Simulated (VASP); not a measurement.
Here is a VASP 6.6.1 calculation.

File INCAR:

```
SYSTEM = Hf
  ALGO = Normal
  EDIFF = 1E-6
  ENCUT = 520
  GGA = PS
  ISIF = 2
  ISMEAR = -1
  LASPH = .TRUE.
  LCHARG = .FALSE.
  LREAL = .FALSE.
  LWAVE = .FALSE.
  NBANDS = 28
  NELM = 80
  PREC = Accurate
  SIGMA = 0.05
```

Contents of KPOINTS:

```
k-points
0
G
  10 7 6
  0 0 0
```

File POSCAR:

```
Hf
1.0
   -1.5794328365      2.7356579199      0.0000000000
    0.0000000000      0.0000000000      4.9986711318
    4.7382985093      2.7356579199      0.0000000000
Hf
4
Direct
    0.5000000000      0.2500000000      0.1666666670
    0.0000000000      0.2500000000      0.6666666670
    0.0000000000      0.7500000000      0.3333333330
    0.5000000000      0.7500000000      0.8333333330
```

Potentials or basis: VASP PAW PBE potentials, release 64 (Hf_pv).

Command:

```console
$ cat potpaw_PBE.64/Hf_pv/POTCAR > POTCAR
$ mpirun -np 1 vasp_std > vasp.out
```

**Question.** What does it give for the largest force?

**Answer.** 0.004 eV/Å.

**Question.** Predict the pressure.

**Answer.** -0.4 GPa.

Stress tensor (GPa, compression positive):
```
-0.37 -0.08  0.00
-0.08 -0.27  0.00
 0.00  0.00 -0.66
```

Caveat: the PAW data sets were made with another functional, which shifts forces and pressure a little.
